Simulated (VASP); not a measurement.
# SnO2 (P1) in VASP: single point with PBE

Aim: the single point of SnO2 with PBE.

Program: VASP 6.6.1. These are calculated values, not measurements. Logs are shortened: lines on timing, memory, paths and dates and some standing lists are left out, and cuts for length are marked.

**1. The cell of the first run**

The typed cell holds 6 atoms: a = 4.788 Å, b = 4.867 Å, c = 3.290 Å, α = 90.00°, β = 90.00°, γ = 90.00°.

**2. Single point, PBE (last atom moved by 0.05 Å along z, cell strained by +1.5% along z)**

File INCAR:

```
GGA = PE ; ISMEAR = 0
SIGMA = 0.03 ; LWAVE = False
LCHARG = False ; ISIF = 2
PREC = Accurate ; LASPH = True
LREAL = False ; ALGO = Normal
EDIFF = 1E-8 ; NELM = 120
GGA_COMPAT = False ; ENCUT = 840
EFERMI = MIDGAP ; KPAR = 8
NBANDS = 54
```

File KPOINTS:

```
Automatic mesh
0
Gamma
  7 7 11
  0 0 0
```

File POSCAR:

```
SnO2
1.0
    4.7880040000      0.0000000000      0.0000000000
    0.0000000000      4.8665820000      0.0000000000
    0.0000000000      0.0000000000      3.2895114700
Sn O
2 4
Direct
    0.0000000000      0.0000000000      0.0000000000
    0.5000000000      0.5000000000      0.5000000000
    0.7081450000      0.6789580000      0.0000000000
    0.2081450000      0.8210420000      0.5000000000
    0.7918550000      0.1789580000      0.5000000000
    0.2918550000      0.3210420000      0.0154278200
```

Potentials or basis: VASP PAW PBE potentials, release 64 (Sn_d, O).

Run with:

```console
> cat potpaw_PBE.64/Sn_d/POTCAR potpaw_PBE.64/O/POTCAR > POTCAR
> mpirun -np 8 vasp_std > vasp.out
```

OUTCAR:

```text
GGA = PE
   ISMEAR = 0
   ISIF = 2
   PREC = Accurate
   LASPH = True
   LREAL = False
   EDIFF = 1E-8
   NELM = 120
   ENCUT = 840
   EFERMI = MIDGAP

 ion  position               nearest neighbor table
   1  0.000  0.000  0.000-   3 2.10   6 2.10   5 2.11   4 2.11   4 2.11   5 2.11
   2  0.500  0.500  0.500-   6 2.07   5 2.10   4 2.10   3 2.11   3 2.11   6 2.15
   3  0.708  0.679  0.000-   1 2.10   2 2.11   2 2.11
   4  0.208  0.821  0.500-   2 2.10   1 2.11   1 2.11
   5  0.792  0.179  0.500-   2 2.10   1 2.11   1 2.11
   6  0.292  0.321  0.015-   2 2.07   1 2.10   2 2.15

  LATTYP: Found a simple orthorhombic cell.
 ALAT       =     3.2895114700
 B/A-ratio  =     1.4555364964
 C/A-ratio  =     1.4794239340

  Lattice vectors:

 A1 = (   0.0000000000,   0.0000000000,   3.2895114700)
 A2 = (   4.7880040000,   0.0000000000,   0.0000000000)
 A3 = (   0.0000000000,   4.8665820000,   0.0000000000)

Analysis of symmetry for initial positions (statically):
=====================================================================
 Subroutine PRICEL returns:
 Original cell was already a primitive cell.

 Routine SETGRP: Setting up the symmetry group for a
 simple orthorhombic supercell.

 Subroutine GETGRP returns: Found  1 space group operations
 (whereof  1 operations were pure point group operations)
 out of a pool of  8 trial point group operations.

The static configuration has the point symmetry C_1 .

Analysis of symmetry for dynamics (positions and initial velocities):
=====================================================================
 Subroutine PRICEL returns:
 Original cell was already a primitive cell.

 Routine SETGRP: Setting up the symmetry group for a
 simple orthorhombic supercell.

 Subroutine GETGRP returns: Found  1 space group operations
 (whereof  1 operations were pure point group operations)
 out of a pool of  8 trial point group operations.

The dynamic configuration has the point symmetry C_1 .

 Subroutine INISYM returns: Found  1 space group operations
 (whereof  1 operations are pure point group operations),
 and found     1 'primitive' translations

----------------------------------------------------------------------------------------

                                     Primitive cell

  volume of cell :      76.6496

  direct lattice vectors                    reciprocal lattice vectors
     4.788004000  0.000000000  0.000000000     0.208855298  0.000000000  0.000000000
     0.000000000  4.866582000  0.000000000     0.000000000  0.205483027  0.000000000
     0.000000000  0.000000000  3.289511470     0.000000000  0.000000000  0.303996508

  length of vectors
     4.788004000  4.866582000  3.289511470     0.208855298  0.205483027  0.303996508

  position of ions in fractional coordinates (direct lattice)
     0.000000000  0.000000000  0.000000000
     0.500000000  0.500000000  0.500000000
     0.708145000  0.678958000  0.000000000
     0.208145000  0.821042000  0.500000000
     0.791855000  0.178958000  0.500000000
     0.291855000  0.321042000  0.015427820

  ion indices of the primitive-cell ions
   primitive index   ion index
                 1           1
                 2           2
                 3           3
                 4           4
                 5           5
                 6           6

----------------------------------------------------------------------------------------

 KPOINTS: Automatic mesh

Automatic generation of k-mesh.
 Grid dimensions read from file:
 generate k-points for:    7    7   11

 Generating k-lattice:

  Cartesian coordinates                     Fractional coordinates (reciprocal lattice)
     0.029836471  0.000000000  0.000000000     0.142857143  0.000000000  0.000000000
     0.000000000  0.029354718  0.000000000     0.000000000  0.142857143  0.000000000
     0.000000000  0.000000000  0.027636046     0.000000000  0.000000000  0.090909091

  Length of vectors
     0.029836471  0.029354718  0.027636046

  Shift w.r.t. Gamma in fractional coordinates (k-lattice)
     0.000000000  0.000000000  0.000000000

 Subroutine IBZKPT returns following result:
 ===========================================

 Found    270 irreducible k-points:

 Following reciprocal coordinates:
            Coordinates               Weight
  0.000000  0.000000  0.000000      1.000000
  0.142857  0.000000  0.000000      2.000000
  0.285714  0.000000  0.000000      2.000000
  0.428571  0.000000  0.000000      2.000000
  0.000000  0.142857  0.000000      2.000000
  0.142857  0.142857  0.000000      2.000000
[... 16 lines left out ...]
  0.285714 -0.428571  0.000000      2.000000
  0.428571  0.428571  0.000000      2.000000
 [... further k-points ...]
   k-points           NKPTS =    270   k-points in BZ     NKDIM =    270   number of bands    NBANDS=     54
   number of dos      NEDOS =    301   number of ions     NIONS =      6
   total plane-waves  NPLWV =  73728
   dimension x,y,z NGX =    48 NGY =   48 NGZ =   32
   dimension x,y,z NGXF=    96 NGYF=   96 NGZF=   64
   ions per type =               2   4
   NGX,Y,Z   is equivalent  to a cutoff of  16.67, 16.40, 16.17 a.u.
   NGXF,Y,Z  is equivalent  to a cutoff of  33.33, 32.79, 32.34 a.u.
 SYSTEM =  unknown system
   PREC   = accura    normal or accurate (medium, high low for compatibility)
   ISTART =      0    job   : 0-new  1-cont  2-samecut
   ICHARG =      2    charge: 1-file 2-atom 10-const
   ISPIN  =      1    spin polarized calculation?
   LNONCOLLINEAR =      F non collinear calculations
   LSORBIT =      F    spin-orbit coupling
   LASPH  =      T    aspherical Exc in radial PAW
   ENCUT  =  840.0 eV  61.74 Ry    7.86 a.u.  11.31 11.50  7.77*2*pi/ulx,y,z
   NELM   =    120;   NELMIN=  2; NELMDL= -5     # of ELM steps
   EDIFF  = 0.1E-07   stopping-criterion for ELM
   LREAL  =      F    real-space projection
   EDIFFG = 0.1E-06   stopping-criterion for IOM
   NSW    =      0    number of steps for IOM
   IBRION =     -1    ionic relax: 0-MD 1-quasi-New 2-CG
   NFREE  =      0    steps in history (QN), initial steepest desc. (CG)
   ISIF   =      2    stress and relaxation
   ISYM   =      2    0-nonsym 1-usesym 2-fastsym
   POTIM  = 0.5000    time-step for ionic-motion
   TEBEG  =    0.0;   TEEND  =   0.0 temperature during run

   SCALEE = 1.0000    scale energy and forces
   PSTRESS=    0.0 pullay stress
   NELECT =      52.0000    total number of electrons
   NUPDOWN=      -1.0000    fix difference up-down
   EMIN   =  10.00;   EMAX   =-10.00  energy-range for DOS
   EFERMI =   0.00;   METHOD = MIDGAP
   ISMEAR =     0;   SIGMA  =   0.03  broadening in eV -4-tet -1-fermi 0-gaus
   EFERMI_NEDOS =   21; number of points for ismear=-14 and -15
   IALGO  =     38    algorithm
   IMIX   =      4    mixing-type and parameters
     AMIX     =   0.40;   BMIX     =  1.00
     AMIX_MAG =   1.60;   BMIX_MAG =  1.00
  volume/ion in A,a.u.               =      12.77        86.21
  Fermi-wavevector in a.u.,A,eV,Ry     =   1.438487  2.718346 28.153788  2.069245
  Thomas-Fermi vector in A             =   2.557448
   LORBIT       =      0    0 simple, 1 ext, 2 COOP (PROOUT), +10 PAW based schemes
   GGA     = PE    functional components
   LHFCALC =     F    Hartree Fock is set to
   AEXX    =    0.0000 exact exchange contribution
   IVDW    =     0    specifies the selected vdW correction
   LEPSILON=     F    determine dielectric tensor
   LRPA    =     F    only Hartree local field effects (RPA)

   CSHIFT  =0.1000    complex shift for real part using Kramers Kronig

   OMEGAMAX=  -1.0    maximum frequency
 non-spin polarized calculation
 Gauss-broadening in eV      SIGMA  =   0.03
  energy-cutoff  :      840.00
  volume of cell :       76.65
 maximum number of plane-waves:      4269
 NGX is ok and might be reduce to    48
   NGX = 23   NGY = 23   NGZ = 15

 number of electron      52.0000007 magnetization

 Free energy of the ion-electron system (eV)
  ---------------------------------------------------
  ext. energy  EPLUGINS =         0.00000000
  ---------------------------------------------------
  free energy    TOTEN  =       -37.29303522 eV

  energy without entropy =      -37.29303522  energy(sigma->0) =      -37.29303522

 E-fermi :   5.5555     XC(G=0): -10.9060

 val. band max:        5.2433513500   @ k =   0.1429   0.0000   0.0000
 cond. band min:       5.8675584418   @ k =   0.0000   0.0000   0.0000
 fundamental gap:      0.6242070918
 Fermi energy:         5.5554548959

 k-point     1 :       0.0000    0.0000    0.0000
  band No.  band energies     occupation
      1     -15.6426      2.00000
      2     -15.0024      2.00000
      3     -14.8614      2.00000
      4     -14.8379      2.00000
      5     -14.8328      2.00000
      6     -14.7849      2.00000
[... 30 lines left out ...]
     37      19.3693      0.00000
     38      21.5894      0.00000

 k-point     2 :       0.1429    0.0000    0.0000
  band No.  band energies     occupation
      1     -15.6159      2.00000
      2     -15.0309      2.00000
      3     -14.8610      2.00000
      4     -14.8379      2.00000
      5     -14.8319      2.00000
      6     -14.8031      2.00000
[... 30 lines left out ...]
     37      19.0837      0.00000
     38      21.6677      0.00000

 k-point     3 :       0.2857    0.0000    0.0000
  band No.  band energies     occupation
      1     -15.5382      2.00000
      2     -15.1257      2.00000
      3     -14.8600      2.00000
      4     -14.8428      2.00000
      5     -14.8299      2.00000
      6     -14.8240      2.00000
[... 30 lines left out ...]
     37      18.3719      0.00000
[... 781 lines left out ...]
 k-point    23 :       0.2857   -0.4286    0.0000
  band No.  band energies     occupation
      1     -15.4268      2.00000
      2     -15.3363      2.00000
      3     -14.8488      2.00000
      4     -14.8453      2.00000
      5     -14.8331      2.00000
      6     -14.8307      2.00000
[... 30 lines left out ...]
     37      18.8919      0.00000
     38      19.4465      0.00000

 k-point    24 :       0.4286    0.4286    0.0000
  band No.  band energies     occupation
      1     -15.4162      2.00000
      2     -15.3868      2.00000
      3     -14.8455      2.00000
      4     -14.8408      2.00000
      5     -14.8352      2.00000
      6     -14.8335      2.00000
[... 30 lines left out ...]
     37      18.6086      0.00000
     38      18.8315      0.00000

 [... further k-points ...]

 [bands above 38 left out]

------------------------ aborting loop because EDIFF is reached ----------------------------------------

  FORCE on cell =-STRESS in cart. coord.  units (eV):
  Direction    XX          YY          ZZ          XY          YZ          ZX
  --------------------------------------------------------------------------------------
  -------------------------------------------------------------------------------------
  Total       -0.7316145     -0.8625776     -2.5256982      0.0223400      0.1302368      0.2086400
  in kB      -15.2926559    -18.0301268    -52.7936979      0.4669646      2.7222901      4.3611210
  external PRESSURE =     -28.7054936 kB  Pullay stress =       0.0000000 kB

 VOLUME and BASIS-vectors are now :
 -----------------------------------------------------------------------------
  energy-cutoff  :      840.00
  volume of cell :       76.65
      direct lattice vectors                 reciprocal lattice vectors
     4.788004000  0.000000000  0.000000000     0.208855298  0.000000000  0.000000000
     0.000000000  4.866582000  0.000000000     0.000000000  0.205483027  0.000000000
     0.000000000  0.000000000  3.289511470     0.000000000  0.000000000  0.303996508

 POSITION                                       TOTAL-FORCE (eV/Angst)
 -----------------------------------------------------------------------------------
      0.00000      0.00000      0.00000         0.003480      0.003641      0.022726
      2.39400      2.43329      1.64476         0.035452      0.031206      0.367471
      3.39060      3.30420      0.00000        -0.108009      0.006933     -0.015597
      0.99660      3.99567      1.64476        -0.107613     -0.007300      0.084085
      3.79140      0.87091      1.64476         0.107591      0.006733      0.085135
      1.39740      1.56238      0.05075         0.069098     -0.041214     -0.543820
 -----------------------------------------------------------------------------------
    total drift:                               -0.000000      0.000000      0.000003

  FREE ENERGIE OF THE ION-ELECTRON SYSTEM (eV)
  ---------------------------------------------------
  free  energy   TOTEN  =       -37.2930352244 eV

  energy  without entropy=      -37.2930352244  energy(sigma->0) =      -37.29303522
```

It took 3.8 min on 8 MPI ranks of Intel Xeon Platinum 8375C at 2.90GHz (Ice Lake), shared host; peak memory 1.5 GiB.

Results:

| Property | Result |
| --- | --- |
| Free energy | -37.2930 eV |
| Pressure | -2.9 GPa |
| Largest force | 0.550 eV/Å |
| Band gap on the k mesh | 0.62 eV (least direct gap 0.63 eV) |

Forces on the atoms (eV/Å):
```
Sn   0.003  0.004  0.023
Sn   0.035  0.031  0.367
O   -0.108  0.007 -0.016
O   -0.108 -0.007  0.084
O    0.108  0.007  0.085
O    0.069 -0.041 -0.544
```

Caveat: the cell differs from its parent crystal (last atom moved by 0.05 Å along z, cell strained by +1.5% along z); semilocal functionals underestimate gaps, and a narrow one can read as zero; spin-orbit coupling is left out, which moves the levels of the heavy elements.
